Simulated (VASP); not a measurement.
Here is a VASP 6.6.1 calculation.

INCAR

```
SYSTEM = Si2W
PREC = Accurate
ENCUT = 520
EDIFF = 1E-6
ISMEAR = -1
SIGMA = 0.05
LREAL = .FALSE.
LASPH = .TRUE.
NELM = 100
ALGO = Normal
ISIF = 2
LWAVE = .FALSE.
LCHARG = .FALSE.
GGA = RP
NBANDS = 18
```

Contents of KPOINTS:

```
regular mesh
0
G
  12 12 12
  0 0 0
```

POSCAR

```
Si2W
1.0
   -1.6212152636      1.6212152636      3.9494363304
    1.6212152636     -1.6212152636      3.9494363304
    1.6212152636      1.6212152636     -3.9494363304
W Si
1 2
Direct
    0.0000000000      0.0000000000      0.0000000000
    0.6655808233      0.6655808233      0.0000000000
    0.3344191767      0.3344191767      0.0000000000
```

Potentials or basis: VASP PAW PBE potentials, release 64 (W_sv, Si).

Launch:

```console
$ cat potpaw_PBE.64/W_sv/POTCAR potpaw_PBE.64/Si/POTCAR > POTCAR
$ mpirun -np 1 vasp_std > vasp.out
```

What does it give for the band gap on the k mesh?

Zero (bands 11 and 12 overlap by 1.26 eV).

What does it give for the pressure?

-0.3 GPa.

Stress tensor (GPa, compression positive):
```
-0.23  0.00  0.00
 0.00 -0.23  0.00
 0.00  0.00 -0.37
```

Caveat: the PAW data sets were made with another functional, which shifts forces and pressure a little; spin-orbit coupling is left out, which moves the levels of the heavy elements.
